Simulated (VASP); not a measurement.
# Ir (Fm-3m) in VASP: further runs, part 2 of 2

VASP 6.6.1. The steps go on from the part before.

## Step 3: Single point, r2SCAN, collinear spin (14.78 Å³/atom)

This run uses another cell than the first one, of 14.78 Å³/atom.

POSCAR

```
Ir
1.0
    0.0000000000      1.9478766704      1.9478766704
    1.9478766704      0.0000000000      1.9478766704
    1.9478766704      1.9478766704      0.0000000000
Ir
1
Direct
    0.0000000000      0.0000000000      0.0000000000
```

INCAR.step1

```
SYSTEM = Ir
PREC = Accurate ; ENCUT = 520
ISMEAR = -1 ; SIGMA = 0.05
LREAL = .False. ; LASPH = .True.
NELM = 150 ; ISPIN = 2
MAGMOM = 1 ; LMAXMIX = 4
NBANDS = 14 ; GGA = PE
ALGO = Normal ; EDIFF = 1E-4
LWAVE = .True. ; LCHARG = .False.
```

INCAR.step2

```
SYSTEM = Ir
PREC = Accurate ; ENCUT = 520
EDIFF = 1E-7 ; ISMEAR = -1
SIGMA = 0.05 ; LREAL = .False.
LASPH = .True. ; NELM = 150
ALGO = Normal ; ISIF = 2
LWAVE = .False. ; LCHARG = .True.
ISPIN = 2 ; MAGMOM = 1
LORBIT = 11 ; LMAXMIX = 4
METAGGA = R2SCAN ; LMIXTAU = .True.
LELF = .True. ; LVHAR = .True.
NBANDS = 14 ; ISTART = 1
```

KPOINTS

```
regular mesh
0
Gamma
  23 23 23
  0 0 0
```

Potentials or basis: VASP PAW PBE potentials, release 64 (Ir).

Launch:

```
$ cat potpaw_PBE.64/Ir/POTCAR > POTCAR
$ cp INCAR.step1 INCAR
$ mpirun -np 1 vasp_std > vasp.out
$ cp INCAR.step2 INCAR
$ mpirun -np 1 vasp_std > vasp.out
```

OUTCAR:

```text
SYSTEM = Ir
   PREC = Accurate
   ENCUT = 520
   EDIFF = 1E-7
   ISMEAR = -1
   LREAL = .False.
   LASPH = .True.
   NELM = 150
   ISIF = 2
   ISPIN = 2
   LORBIT = 11
   METAGGA = R2SCAN
   ISTART = 1

 ion  position               nearest neighbor table
   1  0.000  0.000  0.000-

  LATTYP: Found a face centered cubic cell.
 ALAT       =     3.8957533408

  Lattice vectors:

 A1 = (   0.0000000000,   1.9478766704,   1.9478766704)
 A2 = (   1.9478766704,   0.0000000000,   1.9478766704)
 A3 = (   1.9478766704,   1.9478766704,   0.0000000000)

Analysis of symmetry for initial positions (statically):
=====================================================================
 Subroutine PRICEL returns:
 Original cell was already a primitive cell.

 Routine SETGRP: Setting up the symmetry group for a
 face centered cubic supercell.

 Subroutine GETGRP returns: Found 48 space group operations
 (whereof 48 operations were pure point group operations)
 out of a pool of 48 trial point group operations.

The static configuration has the point symmetry O_h .

Analysis of symmetry for dynamics (positions and initial velocities):
=====================================================================
 Subroutine PRICEL returns:
 Original cell was already a primitive cell.

 Routine SETGRP: Setting up the symmetry group for a
 face centered cubic supercell.

 Subroutine GETGRP returns: Found 48 space group operations
 (whereof 48 operations were pure point group operations)
 out of a pool of 48 trial point group operations.

The dynamic configuration has the point symmetry O_h .

Analysis of structural, dynamic, and magnetic symmetry:
=====================================================================
 Subroutine PRICEL returns:
 Original cell was already a primitive cell.

 Routine SETGRP: Setting up the symmetry group for a
 face centered cubic supercell.

 Subroutine GETGRP returns: Found 48 space group operations
 (whereof 48 operations were pure point group operations)
 out of a pool of 48 trial point group operations.

The overall configuration has the point symmetry O_h .

 Subroutine INISYM returns: Found 48 space group operations
 (whereof 48 operations are pure point group operations),
 and found     1 'primitive' translations

----------------------------------------------------------------------------------------

                                     Primitive cell

  volume of cell :      14.7814

  direct lattice vectors                    reciprocal lattice vectors
     0.000000000  1.947876670  1.947876670    -0.256689763  0.256689763  0.256689763
     1.947876670  0.000000000  1.947876670     0.256689763 -0.256689763  0.256689763
     1.947876670  1.947876670  0.000000000     0.256689763  0.256689763 -0.256689763

  length of vectors
     2.754713605  2.754713605  2.754713605     0.444599711  0.444599711  0.444599711

  position of ions in fractional coordinates (direct lattice)
     0.000000000  0.000000000  0.000000000

  ion indices of the primitive-cell ions
   primitive index   ion index
                 1           1

----------------------------------------------------------------------------------------

 KPOINTS: regular mesh

Automatic generation of k-mesh.
 Grid dimensions read from file:
 generate k-points for:   23   23   23

 Generating k-lattice:

  Cartesian coordinates                     Fractional coordinates (reciprocal lattice)
[... 72 lines left out ...]
   NUPDOWN=      -1.0000    fix difference up-down
   EMIN   =  10.00;   EMAX   =-10.00  energy-range for DOS
   EFERMI =   0.00;   METHOD = LEGACY
   ISMEAR =    -1;   SIGMA  =   0.05  broadening in eV -4-tet -1-fermi 0-gaus
   EFERMI_NEDOS =   21; number of points for ismear=-14 and -15
   IALGO  =     38    algorithm
   IMIX   =      4    mixing-type and parameters
     AMIX     =   0.40;   BMIX     =  1.00
     AMIX_MAG =   1.60;   BMIX_MAG =  1.00
  volume/ion in A,a.u.               =      14.78        99.75
  Fermi-wavevector in a.u.,A,eV,Ry     =   1.387557  2.622103 26.195499  1.925315
  Thomas-Fermi vector in A             =   2.511767
   LORBIT       =     11    0 simple, 1 ext, 2 COOP (PROOUT), +10 PAW based schemes
   METAGGA = R2SCAN    functional components
   LHFCALC =     F    Hartree Fock is set to
   AEXX    =    0.0000 exact exchange contribution
   IVDW    =     0    specifies the selected vdW correction
   LEPSILON=     F    determine dielectric tensor
   LRPA    =     F    only Hartree local field effects (RPA)
 spin polarized calculation
  energy-cutoff  :      520.00
  volume of cell :       14.78
 maximum number of plane-waves:       415
   NGX = 11   NGY = 11   NGZ = 11

 number of electron       9.0000000 magnetization      -0.0000024

 number of electron       9.0000000 magnetization       0.0000007

 Free energy of the ion-electron system (eV)
  ---------------------------------------------------
  ext. energy  EPLUGINS =         0.00000000
  ---------------------------------------------------
  free energy    TOTEN  =       -52.35460132 eV

  energy without entropy =      -52.34854873  energy(sigma->0) =      -52.35157502

 E-fermi :   9.4013     XC(G=0): -15.0257

 val. band max:        9.3919256844   @ k =  -0.3043   0.2609   0.0870
 cond. band min:       9.4032186815   @ k =   0.3043   0.2609   0.0000
 fundamental gap:      0.0112929972
 Fermi energy:         9.4012875722

 spin component 1

 k-point     1 :       0.0000    0.0000    0.0000
  band No.  band energies     occupation
      1      -1.6184      1.00000
      2       5.6897      1.00000
      3       5.6897      1.00000
      4       5.6897      1.00000
      5       8.2105      1.00000
      6       8.2105      1.00000
      7      24.6169      0.00000
      8      30.2111      0.00000
      9      30.2111      0.00000
     10      30.2111      0.00000
     11      35.5836      0.00000
     12      41.7558      0.00000
     13      41.7558      0.00000
     14      41.7558      0.00000
[... 379 lines left out ...]
      3       5.6056      1.00000
      4       8.4359      1.00000
      5      10.2529      0.00000
      6      10.7580      0.00000
      7      16.6193      0.00000
      8      24.3813      0.00000
      9      29.5979      0.00000
     10      29.8315      0.00000
     11      39.2879      0.00000
     12      39.3552      0.00000
     13      40.8633      0.00000
     14      42.0052      0.00000

 [... further k-points ...]

 spin component 2

 k-point     1 :       0.0000    0.0000    0.0000
  band No.  band energies     occupation
      1      -1.6184      1.00000
      2       5.6897      1.00000
      3       5.6897      1.00000
      4       5.6897      1.00000
      5       8.2105      1.00000
      6       8.2105      1.00000
      7      24.6169      0.00000
      8      30.2111      0.00000
      9      30.2111      0.00000
     10      30.2111      0.00000
     11      35.5836      0.00000
     12      41.7558      0.00000
     13      41.7558      0.00000
     14      41.7558      0.00000
[... 379 lines left out ...]
      3       5.6056      1.00000
      4       8.4359      1.00000
      5      10.2529      0.00000
      6      10.7580      0.00000
      7      16.6193      0.00000
      8      24.3813      0.00000
      9      29.5979      0.00000
     10      29.8315      0.00000
     11      39.2879      0.00000
     12      39.3552      0.00000
     13      40.8633      0.00000
     14      41.9985      0.00000

 [... further k-points ...]

------------------------ aborting loop because EDIFF is reached ----------------------------------------

  FORCE on cell =-STRESS in cart. coord.  units (eV):
  Direction    XX          YY          ZZ          XY          YZ          ZX
  --------------------------------------------------------------------------------------
  -------------------------------------------------------------------------------------
  Total       -1.0745518     -1.0745518     -1.0745518      0.0000000     -0.0000000      0.0000000
  in kB     -116.4725506   -116.4725506   -116.4725506      0.0000000     -0.0000000      0.0000000
  external PRESSURE =    -116.4725506 kB  Pullay stress =       0.0000000 kB

 VOLUME and BASIS-vectors are now :
 -----------------------------------------------------------------------------
  energy-cutoff  :      520.00
  volume of cell :       14.78
      direct lattice vectors                 reciprocal lattice vectors
     0.000000000  1.947876670  1.947876670    -0.256689763  0.256689763  0.256689763
     1.947876670  0.000000000  1.947876670     0.256689763 -0.256689763  0.256689763
     1.947876670  1.947876670  0.000000000     0.256689763  0.256689763 -0.256689763

 POSITION                                       TOTAL-FORCE (eV/Angst)
 -----------------------------------------------------------------------------------
      0.00000      0.00000      0.00000         0.000000     -0.000000     -0.000000
 -----------------------------------------------------------------------------------
    total drift:                               -0.000000     -0.000000     -0.000000

  FREE ENERGIE OF THE ION-ELECTRON SYSTEM (eV)
  ---------------------------------------------------
  free  energy   TOTEN  =       -52.3546013160 eV

  energy  without entropy=      -52.3485487316  energy(sigma->0) =      -52.35157502

 total charge

# of ion       s       p       d       tot
------------------------------------------
    1        0.653   0.687   6.911   8.251

 magnetization (x)

# of ion       s       p       d       tot
------------------------------------------
    1       -0.000  -0.000  -0.000  -0.000
```

Wall time 18 min (1 thread of Intel Xeon 8259CL, shared host); peak memory 0.2 GiB.

Results:

- Free energy: -52.3546 eV
- Pressure: -11.6 GPa
- Net moment: 0.00 μB per cell
- Valence electrons inside the program's atomic spheres: Ir 8.25

Levels at points of the mesh, in eV from the Fermi level:
Spin up:
| k point | band 1 | band 2 | band 3 | band 4 | band 5 | band 6 | band 7 | band 8 | band 9 |
| --- | --- | --- | --- | --- | --- | --- | --- | --- | --- |
| (0.00, 0.00, 0.00) | -11.02 | -3.71 | -3.71 | -3.71 | -1.19 | -1.19 | 15.22 | 20.81 | 20.81 |
Spin down:
```csv
k point,band 1,band 2,band 3,band 4,band 5,band 6,band 7,band 8,band 9
"(0.00, 0.00, 0.00)",-11.02,-3.71,-3.71,-3.71,-1.19,-1.19,15.22,20.81,20.81
```

Caveat: the cell stands under tension; the PAW data sets were made with another functional, which shifts forces and pressure a little; spin-orbit coupling is left out, which moves the levels of the heavy elements.

## Step 4: Single point, r2SCAN, collinear spin (15.35 Å³/atom)

This run uses another cell than the first one, of 15.35 Å³/atom.

POSCAR

```
Ir
1.0
    0.0000000000      1.9725359549      1.9725359549
    1.9725359549      0.0000000000      1.9725359549
    1.9725359549      1.9725359549      0.0000000000
Ir
1
Direct
    0.0000000000      0.0000000000      0.0000000000
```

INCAR.step1

```
PREC = Accurate
ENCUT = 520
ISMEAR = -1
SIGMA = 0.05
LREAL = F
LASPH = T
NELM = 150
ISPIN = 2
MAGMOM = 1
LMAXMIX = 4
NBANDS = 14
GGA = PE
ALGO = Normal
EDIFF = 1E-4
LWAVE = T
LCHARG = F
```

INCAR.step2

```
PREC = Accurate
ENCUT = 520
EDIFF = 1E-6
ISMEAR = -1
SIGMA = 0.05
LREAL = F
LASPH = T
NELM = 150
ALGO = Normal
ISIF = 2
LWAVE = F
LCHARG = F
ISPIN = 2
MAGMOM = 1
LORBIT = 11
LMAXMIX = 4
METAGGA = R2SCAN
LMIXTAU = T
NBANDS = 14
ISTART = 1
```

KPOINTS

```
Automatic mesh
0
Gamma
  23 23 23
```

Launch:

```
$ cat potpaw_PBE.64/Ir/POTCAR > POTCAR
$ cp INCAR.step1 INCAR
$ mpirun -np 1 vasp_std > vasp.out
$ cp INCAR.step2 INCAR
$ mpirun -np 1 vasp_std > vasp.out
```

Wall time 29 min (1 thread of Intel Xeon 8259CL, shared host); peak memory 0.23 GiB.

It converged, with:

- Free energy: -52.2934 eV
- Pressure: -22.4 GPa
- Net moment: 0.00 μB per cell
- Valence electrons inside the program's atomic spheres: Ir 8.14

Levels at points of the mesh, in eV from the Fermi level:
Spin up:
| k point | band 1 | band 2 | band 3 | band 4 | band 5 | band 6 | band 7 | band 8 |
| --- | --- | --- | --- | --- | --- | --- | --- | --- |
| (0.00, 0.00, 0.00) | -10.61 | -3.50 | -3.50 | -3.50 | -1.13 | -1.13 | 15.28 | 20.64 |
Spin down:
```tsv
k point	band 1	band 2	band 3	band 4	band 5	band 6	band 7	band 8	band 9
(0.00, 0.00, 0.00)	-10.61	-3.50	-3.50	-3.50	-1.13	-1.13	15.28	20.64	20.64
```

Caveat: the cell stands under tension; the PAW data sets were made with another functional, which shifts forces and pressure a little; spin-orbit coupling is left out, which moves the levels of the heavy elements.

## Step 5: Single point, r2SCAN

POSCAR

```
Ir
1.0
    0.0000000000      1.9228496764      1.9228496764
    1.9228496764      0.0000000000      1.9228496764
    1.9228496764      1.9228496764      0.0000000000
Ir
1
Direct
    0.0000000000      0.0000000000      0.0000000000
```

INCAR.step1

```
SYSTEM = Ir
PREC = Accurate
ENCUT = 550
ISMEAR = 0
SIGMA = 1.0
LREAL = .FALSE.
LASPH = .TRUE.
NELM = 120
NBANDS = 14
GGA = PE
ALGO = Normal
EDIFF = 1E-5
LWAVE = .TRUE.
LCHARG = .FALSE.
GGA_COMPAT = .FALSE.
```

INCAR.step2

```
SYSTEM = Ir
PREC = Accurate
ENCUT = 550
EDIFF = 1E-6
ISMEAR = 0
SIGMA = 1.0
LREAL = .FALSE.
LASPH = .TRUE.
NELM = 120
ALGO = Normal
ISIF = 2
LWAVE = .FALSE.
LCHARG = .TRUE.
METAGGA = R2SCAN
LMIXTAU = .TRUE.
LELF = .TRUE.
LVHAR = .TRUE.
NBANDS = 14
ISTART = 1
GGA_COMPAT = .FALSE.
```

KPOINTS

```
Automatic mesh
0
G
  14 14 14
  0 0 0
```

Potentials or basis: VASP PAW PBE potentials, release 64 (Ir_sv_GW).

Launch:

```
$ cat potpaw_PBE.64/Ir_sv_GW/POTCAR > POTCAR
$ cp INCAR.step1 INCAR
$ mpirun -np 1 vasp_std > vasp.out
$ cp INCAR.step2 INCAR
$ mpirun -np 1 vasp_std > vasp.out
```

It took 1.7 min on 1 thread of Intel Xeon Platinum 8175M at 2.50GHz (Skylake/Cascade Lake), shared host; peak memory 0.17 GiB.

Results (log left out):

| Item | Value |
| --- | --- |
| Free energy | -53.1364 eV |
| Pressure | 2.1 GPa |
| Band gap on the k mesh | zero (an odd number of electrons rules out a gap without spin polarisation) |

Levels at points of the mesh, in eV from the Fermi level:
| k point | band 6 | band 7 | band 8 | band 9 | band 10 | band 11 |
| --- | --- | --- | --- | --- | --- | --- |
| (0.00, 0.00, 0.00) | -3.89 | -3.89 | -3.89 | -1.19 | -1.19 | 14.34 |
| (0.50, 0.00, 0.00) | -4.04 | -4.04 | -0.63 | 1.02 | 1.02 | 7.73 |
| (0.50, 0.50, 0.00) | -7.48 | 0.93 | 1.65 | 1.65 | 1.83 | 11.13 |

Caveat: so wide a smearing shifts energies and pressures; the PAW data sets were made with another functional, which shifts forces and pressure a little; spin-orbit coupling is left out, which moves the levels of the heavy elements.

## Step 6: Overview

```csv
potentials or basis,spin,cell,k mesh,cutoff (eV),smearing,gap on the mesh (eV),pressure (GPa),moment (μB)
"VASP PAW PBE potentials, release 64 (Ir)",collinear,"a = 2.719 Å, angles 60.0°, 1 atom",23 × 23 × 23,520,fermi-dirac 0.05 eV,none,2.2,0.00
"VASP PAW PBE potentials, release 64 (Ir)",collinear,"a = 2.755 Å, angles 60.0°, 1 atom",23 × 23 × 23,520,fermi-dirac 0.05 eV,none,-11.6,0.00
"VASP PAW PBE potentials, release 64 (Ir)",collinear,"a = 2.790 Å, angles 60.0°, 1 atom",23 × 23 × 23,520,fermi-dirac 0.05 eV,none,-22.4,0.00
"VASP PAW PBE potentials, release 64 (Ir_sv_GW)",off,"a = 2.719 Å, angles 60.0°, 1 atom",14 × 14 × 14,550,gaussian 1 eV,none,2.1,-
```

Alike in all rows: task single point; level r2SCAN.

Caveats: the PAW data sets were made with another functional, which shifts forces and pressure a little; spin-orbit coupling is left out, which moves the levels of the heavy elements; the cell stands under tension (at least some runs); so wide a smearing shifts energies and pressures (at least some runs).

Absolute energies hang on the potentials; compare differences alone.

The gap in the log of VASP goes by the Fermi energy; the results here count the filled bands.